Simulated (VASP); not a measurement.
# ZnCd2Te3 (Cmmm) in VASP: relaxation of cell and atoms with r2SCAN+rVV10

Aim: the relaxation of cell and atoms of ZnCd2Te3 with r2SCAN+rVV10.

All numbers are computed with VASP 6.6.1; they aren't measurements. Logs are shortened: lines on timing, memory, paths and dates and some standing lists are left out, and cuts for length are marked.

## 1. The cell of the first run

The structure is orthorhombic, space group Cmmm (No. 65). The conventional cell has a = 5.580 Å, b = 16.472 Å, c = 4.020 Å, α = 90.00°, β = 90.00°, γ = 90.00°. Within 4.5 Å of Zn (site symmetry mmm) lie 8 Te at 3.44 to 3.62 Å and 2 Zn at 4.02 Å. Cd (site symmetry 2/m) has 2 Cd at 2.79 Å and 4 Te at 3.05 Å within 3.7 Å. Within 4.1 Å of Te (site symmetry m2m) lie 4 Cd at 3.05 Å and 4 Te at 3.06 to 4.02 Å and 2 Zn at 3.62 Å. Te (site symmetry mmm) has 6 Te at 3.06 to 4.02 Å and 4 Zn at 3.44 Å within 4.1 Å.

## 2. Relaxation of cell and atoms, r2SCAN+rVV10

POSCAR reads:

```
ZnCd2Te3
1.0
    2.7898447375     -8.2361098210      0.0000000000
    2.7898447375      8.2361098210      0.0000000000
    0.0000000000      0.0000000000      4.0203712062
Zn Cd Te
1 2 3
Direct
    0.5000000000      0.5000000000      0.0000000000
    0.0000000000      0.5000000000      0.5000000000
    0.5000000000      0.0000000000      0.5000000000
    0.1397689735      0.8602310265      0.0000000000
    0.8602310265      0.1397689735      0.0000000000
    0.0000000000      0.0000000000      0.5000000000
```

INCAR.step1 reads:

```
  ALGO = Normal
  EDIFF = 1E-4
  ENCUT = 600
  GGA = PE
  ISMEAR = -1
  LASPH = T
  LCHARG = F
  LREAL = F
  LWAVE = T
  NELM = 80
  PREC = Accurate
  SIGMA = 0.03
```

INCAR.step2 reads:

```
  ALGO = Normal
  BPARAM = 11.95
  CPARAM = 0.0093
  EDIFF = 1E-7
  EDIFFG = -0.01
  ENCUT = 600
  IBRION = 2
  ISIF = 3
  ISMEAR = -1
  ISTART = 1
  IVDW_NL = 2
  LASPH = T
  LCHARG = F
  LMIXTAU = T
  LREAL = F
  LUSE_VDW = T
  LWAVE = F
  METAGGA = R2SCAN
  NELM = 80
  NSW = 100
  PREC = Accurate
  SIGMA = 0.03
```

KPOINTS reads:

```
k-points
0
Gamma
  4 4 6
```

Potentials or basis: VASP PAW PBE potentials, release 64 (Zn, Cd, Te).

Command:

```sh
$ cat potpaw_PBE.64/Zn/POTCAR potpaw_PBE.64/Cd/POTCAR potpaw_PBE.64/Te/POTCAR > POTCAR
$ cp INCAR.step1 INCAR
$ mpirun -np 1 vasp_std > vasp.out
$ cp INCAR.step2 INCAR
$ mpirun -np 1 vasp_std > vasp.out
```

OUTCAR:

```text
BPARAM = 11.95
   EDIFF = 1E-7
   EDIFFG = -0.01
   ENCUT = 600
   IBRION = 2
   ISIF = 3
   ISMEAR = -1
   ISTART = 1
   IVDW_NL = 2
   LASPH = T
   LREAL = F
   METAGGA = R2SCAN
   NELM = 80
   NSW = 100
   PREC = Accurate

 ion  position               nearest neighbor table
   1  0.500  0.500  0.000-
   2  0.000  0.500  0.500-   3 2.79   3 2.79   5 3.05   4 3.05   5 3.05   4 3.05
   3  0.500  0.000  0.500-   2 2.79   2 2.79   5 3.05   4 3.05   5 3.05   4 3.05
   4  0.140  0.860  0.000-   2 3.05   3 3.05   2 3.05   3 3.05   6 3.06   6 3.06
   5  0.860  0.140  0.000-   2 3.05   3 3.05   2 3.05   3 3.05   6 3.06   6 3.06
   6  0.000  0.000  0.500-   4 3.06   5 3.06   4 3.06   5 3.06

  LATTYP: Found a base centered orthorhombic cell.
 ALAT       =     5.5796894750
 B/A-ratio  =     2.9521749760
 C/A-ratio  =     0.7205367295

  Lattice vectors:

 A1 = (   2.7898447375,  -8.2361098210,   0.0000000000)
 A2 = (   2.7898447375,   8.2361098210,   0.0000000000)
 A3 = (   0.0000000000,   0.0000000000,   4.0203712062)

Analysis of symmetry for initial positions (statically):
=====================================================================
 Subroutine PRICEL returns:
 Original cell was already a primitive cell.

 Routine SETGRP: Setting up the symmetry group for a
 base centered orthorhombic supercell.

 Subroutine GETGRP returns: Found  8 space group operations
 (whereof  8 operations were pure point group operations)
 out of a pool of  8 trial point group operations.

The static configuration has the point symmetry D_2h.

Analysis of symmetry for dynamics (positions and initial velocities):
=====================================================================
 Subroutine PRICEL returns:
 Original cell was already a primitive cell.

 Routine SETGRP: Setting up the symmetry group for a
 base centered orthorhombic supercell.

 Subroutine GETGRP returns: Found  8 space group operations
 (whereof  8 operations were pure point group operations)
 out of a pool of  8 trial point group operations.

The dynamic configuration has the point symmetry D_2h.

 Subroutine INISYM returns: Found  8 space group operations
 (whereof  8 operations are pure point group operations),
 and found     1 'primitive' translations
[... 101 lines left out ...]
   ENCUT  =  600.0 eV  44.10 Ry    6.64 a.u.  17.37 17.37  8.03*2*pi/ulx,y,z
   NELM   =     80;   NELMIN=  2; NELMDL=  0     # of ELM steps
   EDIFF  = 0.1E-06   stopping-criterion for ELM
   LREAL  =      F    real-space projection
   EDIFFG = -.1E-01   stopping-criterion for IOM
   NSW    =    100    number of steps for IOM
   IBRION =      2    ionic relax: 0-MD 1-quasi-New 2-CG
   NFREE  =      1    steps in history (QN), initial steepest desc. (CG)
   ISIF   =      3    stress and relaxation
   ISYM   =      2    0-nonsym 1-usesym 2-fastsym
   POTIM  = 0.5000    time-step for ionic-motion
   TEBEG  =    0.0;   TEEND  =   0.0 temperature during run
   PSTRESS=    0.0 pullay stress
   NELECT =      54.0000    total number of electrons
   NUPDOWN=      -1.0000    fix difference up-down
   EMIN   =  10.00;   EMAX   =-10.00  energy-range for DOS
   EFERMI =   0.00;   METHOD = LEGACY
   ISMEAR =    -1;   SIGMA  =   0.03  broadening in eV -4-tet -1-fermi 0-gaus
   EFERMI_NEDOS =   21; number of points for ismear=-14 and -15
   IALGO  =     38    algorithm
   IMIX   =      4    mixing-type and parameters
     AMIX     =   0.40;   BMIX     =  1.00
     AMIX_MAG =   1.60;   BMIX_MAG =  1.00
  volume/ion in A,a.u.               =      30.79       207.80
  Fermi-wavevector in a.u.,A,eV,Ry     =   1.086442  2.053078 16.059729  1.180357
  Thomas-Fermi vector in A             =   2.222579
   LORBIT       =      0    0 simple, 1 ext, 2 COOP (PROOUT), +10 PAW based schemes
   METAGGA = R2SCAN    functional components
   LHFCALC =     F    Hartree Fock is set to
   AEXX    =    0.0000 exact exchange contribution
   IVDW_NL    =     2    kernel type
   BPARAM     =11.9500
   IVDW    =     0    specifies the selected vdW correction
   LEPSILON=     F    determine dielectric tensor
   LRPA    =     F    only Hartree local field effects (RPA)
 conjugate gradient relaxation of ions
 non-spin polarized calculation
  energy-cutoff  :      600.00
  volume of cell :      184.76
 maximum number of plane-waves:      6204
 NGX is ok and might be reduce to    70
   NGX = 35   NGY = 35   NGZ = 17

--------------------------------------- Ionic step        1  -------------------------------------------

 number of electron      54.0000024 magnetization

 Free energy of the ion-electron system (eV)
  ---------------------------------------------------
  ext. energy  EPLUGINS =         0.00000000
  ---------------------------------------------------
  free energy    TOTEN  =      -122.35093829 eV

  energy without entropy =     -122.33994724  energy(sigma->0) =     -122.34544277

------------------------ aborting loop because EDIFF is reached ----------------------------------------

  FORCE on cell =-STRESS in cart. coord.  units (eV):
  Direction    XX          YY          ZZ          XY          YZ          ZX
  --------------------------------------------------------------------------------------
  -------------------------------------------------------------------------------------
  Total        0.0834330      1.1916687      1.8845606      0.0000000      0.0000000      0.0000000
  in kB        0.7235196     10.3339846     16.3426458      0.0000000      0.0000000      0.0000000
  external PRESSURE =       9.1333833 kB  Pullay stress =       0.0000000 kB
[... 307 lines left out ...]
--------------------------------------- Ionic step        9  -------------------------------------------

 number of electron      53.9999990 magnetization

 Free energy of the ion-electron system (eV)
  ---------------------------------------------------
  ext. energy  EPLUGINS =         0.00000000
  ---------------------------------------------------
  free energy    TOTEN  =      -122.37783581 eV

  energy without entropy =     -122.36453836  energy(sigma->0) =     -122.37118709

 E-fermi :   3.2463     XC(G=0):  -9.5596

 val. band max:        3.2358944615   @ k =   0.2500   0.0000   0.1667
 cond. band min:       3.2542933118   @ k =   0.5000   0.2500   0.0000
 fundamental gap:      0.0183988503
 Fermi energy:         3.2462603148

 k-point     1 :       0.0000    0.0000    0.0000
  band No.  band energies     occupation
      1      -9.9574      2.00000
      2      -8.5655      2.00000
      3      -7.5288      2.00000
      4      -6.9995      2.00000
      5      -6.4261      2.00000
      6      -6.1749      2.00000
[... 829 lines left out ...]
     31       7.3420      0.00000
     32       7.9120      0.00000

 [... further k-points ...]
[... 5 lines left out ...]
  --------------------------------------------------------------------------------------
  -------------------------------------------------------------------------------------
  Total        0.0130971      0.0261085     -0.0327609      0.0000000      0.0000000      0.0000000
  in kB        0.1116979      0.2226646     -0.2793999      0.0000000      0.0000000      0.0000000
  external PRESSURE =       0.0183209 kB  Pullay stress =       0.0000000 kB
[... 21 lines left out ...]
  FREE ENERGIE OF THE ION-ELECTRON SYSTEM (eV)
  ---------------------------------------------------
  free  energy   TOTEN  =      -122.3778358149 eV

  energy  without entropy=     -122.3645383607  energy(sigma->0) =     -122.37118709

 reached required accuracy - stopping structural energy minimisation
```

OSZICAR.step1:

```text
N       E                     dE             d eps       ncg     rms          rms(c)
DAV:   1     0.397648934988E+03    0.39765E+03   -0.26047E+04  1792   0.177E+03
DAV:   2     0.176776365040E+02   -0.37997E+03   -0.37209E+03  1928   0.391E+02
DAV:   3    -0.108090406079E+02   -0.28487E+02   -0.28207E+02  2192   0.108E+02
DAV:   4    -0.113929715300E+02   -0.58393E+00   -0.58342E+00  2032   0.143E+01
DAV:   5    -0.114067253886E+02   -0.13754E-01   -0.13753E-01  2408   0.201E+00    0.135E+01
DAV:   6    -0.110008360908E+02    0.40589E+00   -0.14507E+00  2056   0.895E+00    0.912E+00
DAV:   7    -0.109914043250E+02    0.94318E-02   -0.27837E-01  1952   0.260E+00    0.180E+00
DAV:   8    -0.109890062552E+02    0.23981E-02   -0.35694E-02  2064   0.135E+00    0.648E-01
DAV:   9    -0.109886384524E+02    0.36780E-03   -0.39391E-03  2024   0.302E-01    0.368E-01
DAV:  10    -0.109887520475E+02   -0.11360E-03   -0.90991E-04  2024   0.146E-01    0.890E-02
DAV:  11    -0.109887758532E+02   -0.23806E-04   -0.92700E-05  1088   0.599E-02
   1 F= -.10988776E+02 E0= -.10982284E+02  d E =-.129840E-01
```

Wall time 2.8 h (1 thread of Oxide Virtual Turin-like, shared host); peak memory 1.1 GiB.

What came out:

| Property | Result |
| --- | --- |
| Free energy | -122.3778 eV |
| Relaxed volume | 31.31 Å³/atom |
| Relaxed cell | a = 8.752 Å, b = 8.752 Å, c = 4.094 Å, α = 90.00°, β = 90.00°, γ = 143.19° |
| Space group after relaxing (to 0.1 Å) | Cmmm (No. 65) |
| Energy gained by relaxing | 4.5 meV/atom |
| Ionic steps | 9 |
| Pressure after relaxing | 0.0 GPa |
| Largest force after relaxing | 0.004 eV/Å |
| Band gap on the k mesh | zero (bands 27 and 28 overlap by 1.13 eV) |

Forces in eV/Å, atoms in the order of the input:
```
Zn   0.000  0.000  0.000
Cd   0.000  0.000  0.000
Cd   0.000  0.000  0.000
Te   0.000  0.004  0.000
Te   0.000 -0.004  0.000
Te   0.000  0.000  0.000
```

Step by step:
| step | energy change (eV) | largest force (eV/Å) | pressure (GPa) | volume (Å³) |
| --- | --- | --- | --- | --- |
| 1 | 0.0000 | 0.2003 | 0.91 | 184.76 |
| 2 | -0.0207 | 0.1210 | -0.23 | 189.48 |
| 3 | -0.0207 | 0.1224 | -0.21 | 189.38 |
| 4 | -0.0241 | 0.0931 | -0.12 | 188.71 |
| 5 | -0.0263 | 0.0370 | 0.07 | 187.54 |
| 6 | -0.0263 | 0.0400 | 0.06 | 187.60 |
| 7 | -0.0266 | 0.0237 | -0.01 | 187.90 |
| 8 | -0.0267 | 0.0105 | -0.06 | 188.15 |
| 9 | -0.0269 | 0.0039 | 0.00 | 187.86 |

Final structure:
```
Zn Cd Te
1.0
     2.76297   -8.30402    0.00000
     2.76297    8.30402    0.00000
     0.00000    0.00000    4.09398
Zn Cd Te
1 2 3
Direct
  0.50000 0.50000 0.00000
  0.00000 0.50000 0.50000
  0.50000 0.00000 0.50000
  0.14204 0.85796 0.00000
  0.85796 0.14204 0.00000
  0.00000 0.00000 0.50000
```

Levels at points of the mesh, in eV from the Fermi level:
```tsv
k point	band 24	band 25	band 26	band 27	band 28	band 29	band 30	band 31
(0.00, 0.00, 0.00)	-2.10	-0.83	-0.81	-0.22	0.08	1.05	1.33	3.24
(0.50, 0.00, 0.00)	-2.17	-1.27	-0.01	0.70	1.38	1.39	2.74	3.51
(0.50, 0.50, 0.00)	-1.87	-1.64	-1.51	-1.40	0.56	1.17	2.12	3.66
(0.00, 0.00, 0.50)	-1.56	-1.54	-1.10	-0.63	0.65	0.90	1.43	1.46
(0.50, 0.00, 0.50)	-2.34	-2.28	-2.22	-0.46	-0.14	0.87	1.34	4.10
(0.50, 0.50, 0.50)	-2.55	-1.57	-1.21	-0.45	0.87	1.67	1.78	2.49
```

Caveat: the PAW data sets were made with another functional, which shifts forces and pressure a little; spin-orbit coupling is left out, which moves the levels of the heavy elements.
